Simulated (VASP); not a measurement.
Set up this calculation in VASP 6.6.1, as the native input.

```yaml
Task: single point
Functional: PBE
Potentials_or_basis: VASP PAW PBE potentials, release 64 (Rb_sv, Cu)
Cutoff: 520 eV
k_mesh: 6 × 6 × 4
Occupations: gaussian, width 0.1 eV
Spin: no spin polarisation
Dipole_correction: no
Further_INCAR_settings: ALGO = Fast; EDIFF = 1e-06; NBANDS = 22
```

The structure of Rb2Cu lies in POSCAR:

```
Rb2Cu
1.0
    6.1195636422      0.0000000000      0.0000000000
   -3.0597818211      5.2996975742      0.0000000000
    0.0000000000      0.0000000000      4.1727495529
Rb Cu
2 1
Direct
    0.3333333333      0.6666666667      0.5000000000
    0.6666666667      0.3333333333      0.5000000000
    0.0000000000      0.0000000000      0.0000000000
```

The cell was generated, and may not be a known phase.

The input as run:

INCAR

```
SYSTEM = Rb2Cu
PREC = Accurate
ENCUT = 520
EDIFF = 1E-6
ISMEAR = 0
SIGMA = 0.1
LREAL = .False.
LASPH = .True.
NELM = 80
ALGO = Fast
ISIF = 2
LWAVE = .False.
LCHARG = .False.
GGA = PE
NBANDS = 22
```

KPOINTS

```
regular mesh
0
Gamma
  6 6 4
  0 0 0
```

Potentials or basis: VASP PAW PBE potentials, release 64 (Rb_sv, Cu).

Command:

```console
$ cat potpaw_PBE.64/Rb_sv/POTCAR potpaw_PBE.64/Cu/POTCAR > POTCAR
$ mpirun -np 1 vasp_std > vasp.out
```

Results of the run:

```json
{
 "Pressure": "0.2 GPa",
 "Band gap on the k mesh": "zero (an odd number of electrons rules out a gap without spin polarisation)"
}
```

Caveat: the k points lie up to 0.38 Å⁻¹ apart, too coarse for converged energies and pressures of a metal.

Run time: 74 s on 1 thread of AMD EPYC 7R13 Processor (Zen 3) (shared host), peak memory 0.24 GiB.
